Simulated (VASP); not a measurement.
Set up this calculation in VASP 6.6.1, as the native input.

| Property | Result |
| --- | --- |
| Task | single point |
| Functional | PBEsol |
| Potentials or basis | VASP PAW PBE potentials, release 64 (Ti_sv, Rh_pv) |
| Cutoff | 520 eV |
| k mesh | 12 × 12 × 12 |
| Occupations | gaussian, width 0.05 eV |
| Spin | no spin polarisation |
| Dipole correction | no |
| Further INCAR settings | ALGO = Normal; EDIFF = 1e-07; NBANDS = 20 |

The structure of TiRh lies in POSCAR:

```
TiRh
1.0
    3.1152020000      0.0000000000      0.0000000000
    0.0000000000      3.1152020000      0.0000000000
    0.0000000000      0.0000000000      3.1152020000
Ti Rh
1 1
Direct
    0.5000000000      0.5000000000      0.5000000000
    0.0000000000      0.0000000000      0.0000000000
```

One way to write it, as run:

INCAR

```
PREC = Accurate ; ENCUT = 520
EDIFF = 1E-7 ; ISMEAR = 0
SIGMA = 0.05 ; LREAL = False
LASPH = True ; NELM = 100
ALGO = Normal ; ISIF = 2
LWAVE = False ; LCHARG = False
GGA = PS ; NBANDS = 20
```

KPOINTS

```
Automatic mesh
0
Gamma
  12 12 12
```

Potentials or basis: VASP PAW PBE potentials, release 64 (Ti_sv, Rh_pv).

Run with:

```console
$ cat potpaw_PBE.64/Ti_sv/POTCAR potpaw_PBE.64/Rh_pv/POTCAR > POTCAR
$ mpirun -np 1 vasp_std > vasp.out
```

It gave:

- Pressure: -8.2 GPa

Caveat: the PAW data sets were made with another functional, which shifts forces and pressure a little.

Run time: 15 s on 1 thread of Intel(R) Xeon(R) 6975P-C (Granite Rapids), with other jobs on the host, peak memory 0.17 GiB.
